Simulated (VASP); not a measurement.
Write the native input for VASP 6.6.1 that does the following.

| Quantity | Value |
| --- | --- |
| Task | relaxation of cell and atoms |
| Functional | r2SCAN |
| Potentials or basis | VASP PAW PBE potentials, release 64 (Re) |
| Cutoff | 600 eV |
| k mesh | 11 × 11 × 3 |
| Occupations | fermi-dirac, width 0.05 eV |
| Spin | no spin polarisation |
| Dipole correction | no |
| Further INCAR settings | ALGO = Normal; EDIFF = 1e-06; IBRION = 2; EDIFFG = -0.01; NSW = 60; ISIF = 3 |

The system is Re.

```
Re
1.0
     2.76639    0.00000    0.00000
    -1.38319    2.39576    0.00000
     0.00000    0.00000    8.93885
Re
4
Cartesian
  1.3832 0.7986 6.7041
  0.0000 0.0000 4.4694
  0.0000 1.5972 2.2347
  0.0000 0.0000 0.0000
```

One way to write it, as run:

POSCAR

```
Re
1.0
    2.7663873939      0.0000000000      0.0000000000
   -1.3831936969      2.3957617598      0.0000000000
    0.0000000000      0.0000000000      8.9388451600
Re
4
Direct
    0.6666666667      0.3333333333      0.7500000000
    0.0000000000      0.0000000000      0.5000000000
    0.3333333333      0.6666666667      0.2500000000
    0.0000000000      0.0000000000      0.0000000000
```

INCAR.step1

```
ALGO     = Normal         # electronic algorithm
EDIFF    = 1E-4           # SCF threshold, eV
ENCUT    = 600            # plane-wave cutoff, eV
GGA      = PE             # functional
ISMEAR   = -1             # smearing method
LASPH    = T              # aspherical terms in the spheres
LCHARG   = F              # write CHGCAR
LREAL    = F              # projectors in reciprocal space
LWAVE    = T              # write WAVECAR
NELM     = 60             # most SCF steps
PREC     = Accurate       # precision mode
SIGMA    = 0.05           # smearing width, eV
```

INCAR.step2

```
ALGO     = Normal         # electronic algorithm
EDIFF    = 1E-6           # SCF threshold, eV
EDIFFG   = -0.01          # ionic threshold
ENCUT    = 600            # plane-wave cutoff, eV
IBRION   = 2              # ionic algorithm
ISIF     = 3              # what is computed and relaxed
ISMEAR   = -1             # smearing method
ISTART   = 1            
LASPH    = T              # aspherical terms in the spheres
LCHARG   = F              # write CHGCAR
LMIXTAU  = T            
LREAL    = F              # projectors in reciprocal space
LWAVE    = F              # write WAVECAR
METAGGA  = R2SCAN         # meta-GGA
NELM     = 60             # most SCF steps
NSW      = 60             # ionic steps
PREC     = Accurate       # precision mode
SIGMA    = 0.05           # smearing width, eV
```

KPOINTS

```
k-points
0
Gamma
  11 11 3
```

Potentials or basis: VASP PAW PBE potentials, release 64 (Re).

Command:

```console
$ cat potpaw_PBE.64/Re/POTCAR > POTCAR
$ cp INCAR.step1 INCAR
$ mpirun -np 1 vasp_std > vasp.out
$ cp INCAR.step2 INCAR
$ mpirun -np 1 vasp_std > vasp.out
```

Results of the run:

| Quantity | Value |
| --- | --- |
| Relaxed volume | 14.69 Å³/atom |
| Relaxed cell | a = 2.758 Å, b = 2.758 Å, c = 8.926 Å, α = 90.00°, β = 90.00°, γ = 120.00° |
| Space group after relaxing (to 0.1 Å) | P6_3/mmc (No. 194) |
| Energy gained by relaxing | 1.2 meV/atom |
| Ionic steps | 6 |
| Pressure after relaxing | 0.0 GPa |

Caveat: the highest band is partly filled, so the run has too few bands; the PAW data sets were made with another functional, which shifts forces and pressure a little.

It took 4.9 min on 1 thread of Intel(R) Xeon(R) 6975P-C (Granite Rapids) (shared host), peak memory 0.22 GiB.
